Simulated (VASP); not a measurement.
# Ba (R-3m) in VASP: a series of runs

Runs on Ba. Level: PBE. Tasks: single point.

All numbers are computed with VASP 6.6.1; they aren't measurements. Logs are shortened: lines on timing, memory, paths and dates and some standing lists are left out, and cuts for length are marked.

## 1. The cell of the first run

Symmetry: R-3m, No. 166, trigonal system. The conventional cell has a = 6.331 Å, b = 6.331 Å, c = 5.467 Å, α = 90.00°, β = 90.00°, γ = 120.00°. Ba (site symmetry -3m) has 14 Ba at 4.08 to 5.47 Å within 5.5 Å.

## 2. Single point, PBE

Contents of INCAR:

```
PREC     = Accurate       # precision mode
ENCUT    = 520            # plane-wave cutoff, eV
EDIFF    = 1E-7           # SCF threshold, eV
ISMEAR   = 0              # smearing method
SIGMA    = 0.15           # smearing width, eV
LREAL    = F              # projectors in reciprocal space
LASPH    = T              # aspherical terms in the spheres
NELM     = 100            # most SCF steps
ALGO     = Fast           # electronic algorithm
ISIF     = 2              # what is computed and relaxed
LWAVE    = F              # write WAVECAR
LCHARG   = T              # write CHGCAR
GGA      = PE             # functional
LELF     = T              # ELF
LVHAR    = T            
NBANDS   = 11             # bands
```

Contents of KPOINTS:

```
Automatic mesh
0
Gamma
  18 18 18
```

Contents of POSCAR:

```
Ba
1.0
   -1.9325392697      2.5443856794      2.5443856794
    2.5443856794     -1.9325392697      2.5443856794
    2.5443856794      2.5443856794     -1.9325392697
Ba
1
Direct
    0.0000000000      0.0000000000      0.0000000000
```

Potentials or basis: VASP PAW PBE potentials, release 64 (Ba_sv).

Started as:

```bash
cat potpaw_PBE.64/Ba_sv/POTCAR > POTCAR
mpirun -np 1 vasp_std > vasp.out
```

OUTCAR:

```text
PREC = Accurate
   ENCUT = 520
   EDIFF = 1E-7
   ISMEAR = 0
   LREAL = F
   LASPH = T
   NELM = 100
   ISIF = 2
   GGA = PE

 ion  position               nearest neighbor table
   1  0.000  0.000  0.000-

  LATTYP: Found a trigonal (rhomboedric) cell.
 ALAT       =     4.0844222358
 COS(alpha) =    -0.2014297013

  Lattice vectors:

 A1 = (  -1.9325392697,   2.5443856794,   2.5443856794)
 A2 = (   2.5443856794,  -1.9325392697,   2.5443856794)
 A3 = (   2.5443856794,   2.5443856794,  -1.9325392697)

Analysis of symmetry for initial positions (statically):
=====================================================================
 Subroutine PRICEL returns:
 Original cell was already a primitive cell.

 Routine SETGRP: Setting up the symmetry group for a
 trigonal (rhombohedral) supercell.

 Subroutine GETGRP returns: Found 12 space group operations
 (whereof 12 operations were pure point group operations)
 out of a pool of 12 trial point group operations.

The static configuration has the point symmetry D_3d.

Analysis of symmetry for dynamics (positions and initial velocities):
=====================================================================
 Subroutine PRICEL returns:
 Original cell was already a primitive cell.

 Routine SETGRP: Setting up the symmetry group for a
 trigonal (rhombohedral) supercell.

 Subroutine GETGRP returns: Found 12 space group operations
 (whereof 12 operations were pure point group operations)
 out of a pool of 12 trial point group operations.

The dynamic configuration has the point symmetry D_3d.

 Subroutine INISYM returns: Found 12 space group operations
 (whereof 12 operations are pure point group operations),
 and found     1 'primitive' translations

----------------------------------------------------------------------------------------

                                     Primitive cell

  volume of cell :      63.2599

  direct lattice vectors                    reciprocal lattice vectors
    -1.932539270  2.544385679  2.544385679    -0.043300576  0.180067028  0.180067028
     2.544385679 -1.932539270  2.544385679     0.180067028 -0.043300576  0.180067028
     2.544385679  2.544385679 -1.932539270     0.180067028  0.180067028 -0.043300576

  length of vectors
     4.084422236  4.084422236  4.084422236     0.258308361  0.258308361  0.258308361

  position of ions in fractional coordinates (direct lattice)
     0.000000000  0.000000000  0.000000000

  ion indices of the primitive-cell ions
   primitive index   ion index
                 1           1

----------------------------------------------------------------------------------------

 KPOINTS: Automatic mesh

Automatic generation of k-mesh.
 Grid dimensions read from file:
 generate k-points for:   18   18   18

 Generating k-lattice:

  Cartesian coordinates                     Fractional coordinates (reciprocal lattice)
    -0.002405588  0.010003724  0.010003724     0.055555556  0.000000000  0.000000000
     0.010003724 -0.002405588  0.010003724     0.000000000  0.055555556  0.000000000
     0.010003724  0.010003724 -0.002405588     0.000000000  0.000000000  0.055555556

  Length of vectors
     0.014350464  0.014350464  0.014350464

  Shift w.r.t. Gamma in fractional coordinates (k-lattice)
     0.000000000  0.000000000  0.000000000

 Subroutine IBZKPT returns following result:
 ===========================================

 Found    580 irreducible k-points:

 Following reciprocal coordinates:
            Coordinates               Weight
  0.000000  0.000000  0.000000      1.000000
  0.055556 -0.000000  0.000000      6.000000
  0.111111 -0.000000  0.000000      6.000000
  0.166667  0.000000  0.000000      6.000000
  0.222222  0.000000  0.000000      6.000000
  0.277778  0.000000  0.000000      6.000000
[... 16 lines left out ...]
 -0.277778  0.055556 -0.000000     12.000000
 -0.222222  0.055556 -0.000000     12.000000
 [... further k-points ...]
   k-points           NKPTS =    580   k-points in BZ     NKDIM =    580   number of bands    NBANDS=     11
   number of dos      NEDOS =    301   number of ions     NIONS =      1
   total plane-waves  NPLWV =  27000
   dimension x,y,z NGX =    30 NGY =   30 NGZ =   30
   dimension x,y,z NGXF=    60 NGYF=   60 NGZF=   60
   ions per type =               1
   NGX,Y,Z   is equivalent  to a cutoff of  12.21, 12.21, 12.21 a.u.
   NGXF,Y,Z  is equivalent  to a cutoff of  24.42, 24.42, 24.42 a.u.
 SYSTEM =  unknown system
   PREC   = accura    normal or accurate (medium, high low for compatibility)
   ISTART =      0    job   : 0-new  1-cont  2-samecut
   ICHARG =      2    charge: 1-file 2-atom 10-const
   ISPIN  =      1    spin polarized calculation?
   LNONCOLLINEAR =      F non collinear calculations
   LSORBIT =      F    spin-orbit coupling
   LASPH  =      T    aspherical Exc in radial PAW
   ENCUT  =  520.0 eV  38.22 Ry    6.18 a.u.   7.59  7.59  7.59*2*pi/ulx,y,z
   NELM   =    100;   NELMIN=  2; NELMDL= -5     # of ELM steps
   EDIFF  = 0.1E-06   stopping-criterion for ELM
   LREAL  =      F    real-space projection
   EDIFFG = 0.1E-05   stopping-criterion for IOM
   NSW    =      0    number of steps for IOM
   IBRION =     -1    ionic relax: 0-MD 1-quasi-New 2-CG
   NFREE  =      0    steps in history (QN), initial steepest desc. (CG)
   ISIF   =      2    stress and relaxation
   ISYM   =      2    0-nonsym 1-usesym 2-fastsym
   POTIM  = 0.5000    time-step for ionic-motion
   TEBEG  =    0.0;   TEEND  =   0.0 temperature during run
   PSTRESS=    0.0 pullay stress
   NELECT =      10.0000    total number of electrons
   NUPDOWN=      -1.0000    fix difference up-down
   EMIN   =  10.00;   EMAX   =-10.00  energy-range for DOS
   EFERMI =   0.00;   METHOD = LEGACY
   ISMEAR =     0;   SIGMA  =   0.15  broadening in eV -4-tet -1-fermi 0-gaus
   EFERMI_NEDOS =   21; number of points for ismear=-14 and -15
   IALGO  =     68    algorithm
   IMIX   =      4    mixing-type and parameters
     AMIX     =   0.40;   BMIX     =  1.00
     AMIX_MAG =   1.60;   BMIX_MAG =  1.00
  volume/ion in A,a.u.               =      63.26       426.90
  Fermi-wavevector in a.u.,A,eV,Ry     =   0.885181  1.672749 10.660777  0.783545
  Thomas-Fermi vector in A             =   2.006180
   LORBIT       =      0    0 simple, 1 ext, 2 COOP (PROOUT), +10 PAW based schemes
   GGA     = PE    functional components
   LHFCALC =     F    Hartree Fock is set to
   AEXX    =    0.0000 exact exchange contribution
   IVDW    =     0    specifies the selected vdW correction
   LEPSILON=     F    determine dielectric tensor
   LRPA    =     F    only Hartree local field effects (RPA)
 non-spin polarized calculation
 RMM-DIIS sequential band-by-band and
 Gauss-broadening in eV      SIGMA  =   0.15
  energy-cutoff  :      520.00
  volume of cell :       63.26
 maximum number of plane-waves:      1733
   NGX = 15   NGY = 15   NGZ = 15

 number of electron      10.0000001 magnetization

 Free energy of the ion-electron system (eV)
  ---------------------------------------------------
  ext. energy  EPLUGINS =         0.00000000
  ---------------------------------------------------
  free energy    TOTEN  =        -1.73334550 eV

  energy without entropy =       -1.72068090  energy(sigma->0) =       -1.72701320

 E-fermi :   1.5711     XC(G=0):  -7.3856

 val. band max:        1.5709898057   @ k =   0.2778   0.2778   0.2222
 cond. band min:       1.5760143956   @ k =  -0.3889  -0.3889   0.3333
 fundamental gap:      0.0050245900
 Fermi energy:         1.5710859555

 k-point     1 :       0.0000    0.0000    0.0000
  band No.  band energies     occupation
      1     -27.4500      2.00000
      2     -12.3843      2.00000
      3     -12.3328      2.00000
      4     -12.3328      2.00000
      5      -1.0598      2.00000
      6       2.2122      0.00000
      7       2.2122      0.00000
      8       5.1174      0.00000
      9       5.6463      0.00000
     10       5.6463      0.00000
     11       8.2175      0.00000

 k-point     2 :       0.0556   -0.0000    0.0000
  band No.  band energies     occupation
      1     -27.4487      2.00000
      2     -12.3903      2.00000
      3     -12.3446      2.00000
      4     -12.3320      2.00000
      5      -1.0114      2.00000
      6       2.2163      0.00000
      7       2.2379      0.00000
      8       5.0769      0.00000
      9       5.5872      0.00000
     10       5.6125      0.00000
     11       8.2908      0.00000

 k-point     3 :       0.1111   -0.0000    0.0000
  band No.  band energies     occupation
      1     -27.4450      2.00000
      2     -12.4264      2.00000
      3     -12.3591      2.00000
      4     -12.3297      2.00000
      5      -0.8711      2.00000
      6       2.2267      0.00000
      7       2.3056      0.00000
      8       4.9630      0.00000
      9       5.4423      0.00000
     10       5.5731      0.00000
     11       8.4734      0.00000

 k-point     4 :       0.1667    0.0000    0.0000
  band No.  band energies     occupation
      1     -27.4392      2.00000
      2     -12.5005      2.00000
      3     -12.3610      2.00000
      4     -12.3261      2.00000
      5      -0.6526      2.00000
      6       2.2377      0.00000
      7       2.3863      0.00000
      8       4.8449      0.00000
      9       5.2757      0.00000
     10       5.5807      0.00000
     11       8.7086      0.00000
[... 239 lines left out ...]
 k-point    22 :      -0.3333    0.0556   -0.0000
  band No.  band energies     occupation
      1     -27.4166      2.00000
      2     -12.7738      2.00000
      3     -12.3554      2.00000
      4     -12.3181      2.00000
      5       0.2068      2.00000
      6       2.2926      0.00000
      7       2.3772      0.00000
      8       4.7699      0.00000
      9       4.9967      0.00000
     10       5.6593      0.00000
     11       7.8900      0.00000

 k-point    23 :      -0.2778    0.0556   -0.0000
  band No.  band energies     occupation
      1     -27.4238      2.00000
      2     -12.6839      2.00000
      3     -12.3589      2.00000
      4     -12.3223      2.00000
      5      -0.1047      2.00000
      6       2.3109      0.00000
      7       2.4725      0.00000
      8       4.6234      0.00000
      9       4.9273      0.00000
     10       5.5882      0.00000
     11       8.2618      0.00000

 k-point    24 :      -0.2222    0.0556   -0.0000
  band No.  band energies     occupation
      1     -27.4313      2.00000
      2     -12.5864      2.00000
      3     -12.3632      2.00000
      4     -12.3270      2.00000
      5      -0.4062      2.00000
      6       2.3111      0.00000
      7       2.5194      0.00000
      8       4.5119      0.00000
      9       4.9764      0.00000
     10       5.5310      0.00000
     11       8.7275      0.00000

 [... further k-points ...]

------------------------ aborting loop because EDIFF is reached ----------------------------------------

  FORCE on cell =-STRESS in cart. coord.  units (eV):
  Direction    XX          YY          ZZ          XY          YZ          ZX
  --------------------------------------------------------------------------------------
  -------------------------------------------------------------------------------------
  Total        0.0175075      0.0175075      0.0175075     -0.3284485     -0.3284485     -0.3284485
  in kB        0.4434105      0.4434105      0.4434105     -8.3185819     -8.3185819     -8.3185819
  external PRESSURE =       0.4434105 kB  Pullay stress =       0.0000000 kB

 VOLUME and BASIS-vectors are now :
 -----------------------------------------------------------------------------
  energy-cutoff  :      520.00
  volume of cell :       63.26
      direct lattice vectors                 reciprocal lattice vectors
    -1.932539270  2.544385679  2.544385679    -0.043300576  0.180067028  0.180067028
     2.544385679 -1.932539270  2.544385679     0.180067028 -0.043300576  0.180067028
     2.544385679  2.544385679 -1.932539270     0.180067028  0.180067028 -0.043300576

 POSITION                                       TOTAL-FORCE (eV/Angst)
 -----------------------------------------------------------------------------------
      0.00000      0.00000      0.00000         0.000000      0.000000      0.000000
 -----------------------------------------------------------------------------------
    total drift:                                0.000000     -0.000000     -0.000000

  FREE ENERGIE OF THE ION-ELECTRON SYSTEM (eV)
  ---------------------------------------------------
  free  energy   TOTEN  =        -1.7333454952 eV

  energy  without entropy=       -1.7206808988  energy(sigma->0) =       -1.72701320
```

Wall time 2.9 min (1 thread of AMD EPYC 9R45 (Zen 5), shared host); peak memory 0.46 GiB.

What came out:

```yaml
Free_energy: -1.7333 eV
Pressure: 0.0 GPa
Band_gap_on_the_k_mesh: zero (bands 5 and 6 overlap by 0.64 eV)
```

Caveat: spin-orbit coupling is left out, which moves the levels of the heavy elements.

## 3. Single point, PBE

This run uses another cell than the first one, of the same volume but with other edges.

Contents of INCAR:

```
SYSTEM = Ba
PREC     = Accurate       ! precision mode
ENCUT    = 520            ! plane-wave cutoff, eV
EDIFF    = 1E-7           ! SCF threshold, eV
ISMEAR   = 0              ! smearing method
SIGMA    = 0.15           ! smearing width, eV
LREAL    = .False.        ! projectors in reciprocal space
LASPH    = .True.         ! aspherical terms in the spheres
NELM     = 60             ! most SCF steps
ALGO     = Fast           ! electronic algorithm
ISIF     = 2              ! what is computed and relaxed
LWAVE    = .False.        ! write WAVECAR
LCHARG   = .True.         ! write CHGCAR
GGA      = PE             ! functional
LELF     = .True.         ! ELF
LVHAR    = .True.       
NBANDS   = 11             ! bands
```

Contents of KPOINTS:

```
Automatic mesh
0
Gamma
  18 18 18
  0 0 0
```

Contents of POSCAR:

```
Ba
1.0
   -3.3728479862      2.5792366953      2.5792366953
    2.5792366953     -3.3728479862      2.5792366953
    2.5792366953      2.5792366953     -3.3728479862
Ba
1
Direct
    0.0000000000      0.0000000000      0.0000000000
```

Potentials or basis: VASP PAW PBE potentials, release 64 (Ba_sv).

Started as:

```bash
cat potpaw_PBE.64/Ba_sv/POTCAR > POTCAR
mpirun -np 1 vasp_std > vasp.out
```

Run time: 6.9 min. Hardware: 1 thread of AMD EPYC 9R45 (Zen 5), shared host; peak memory 0.52 GiB.

Results (log left out):

```yaml
Free_energy: -0.9530 eV
Pressure: 1.5 GPa
Band_gap_on_the_k_mesh: zero (bands 5 and 6 overlap by 1.09 eV)
```

Stress tensor (GPa, compression positive):
```
1.49 4.80 4.80
4.80 1.49 4.80
4.80 4.80 1.49
```

Levels at points of the mesh, in eV from the Fermi level:
```
           k point  band 3  band 4  band 5  band 6  band 7  band 8
(0.00, 0.00, 0.00)  -14.26  -12.40   -2.24    0.09    1.23    1.23
(0.50, 0.00, 0.00)  -13.72  -13.68   -0.62    0.13    2.92    3.04
(0.50, 0.50, 0.00)  -14.30  -12.40   -0.73    0.03    0.71    3.30
(0.50, 0.50, 0.50)  -13.74  -13.74   -0.64   -0.64    3.84    3.84
```

Caveat: spin-orbit coupling is left out, which moves the levels of the heavy elements.
